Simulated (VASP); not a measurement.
Input of a VASP 6.6.1 run:

The input INCAR:

```
  PREC = Accurate
  ENCUT = 520
  EDIFF = 1E-6
  ISMEAR = -1
  SIGMA = 0.1
  LREAL = False
  LASPH = True
  NELM = 60
  ALGO = Normal
  ISIF = 2
  LWAVE = False
  LCHARG = False
  GGA = RE
  NBANDS = 13
```

Contents of KPOINTS:

```
Automatic mesh
0
Gamma
  11 11 11
```

POSCAR

```
Sn
1.0
    2.9761894284      0.0000000000      0.0000000000
    0.0000000000      2.9761894284      0.0000000000
    0.0000000000      0.0000000000      2.9761894284
Sn
1
Direct
    0.0000000000      0.0000000000      0.0000000000
```

Potentials or basis: VASP PAW PBE potentials, release 64 (Sn_d).

The run is started by

```bash
$ cat potpaw_PBE.64/Sn_d/POTCAR > POTCAR
$ mpirun -np 1 vasp_std > vasp.out
```

**Question.** What does it give for the pressure?

**Answer.** 8.0 GPa.

**Question.** What does it give for the band gap on the k mesh?

**Answer.** Zero (band 7 reaches 14.05 eV, above the bottom of band 8 at 6.35 eV).

Caveat: the PAW data sets were made with another functional, which shifts forces and pressure a little; spin-orbit coupling is left out, which moves the levels of the heavy elements.
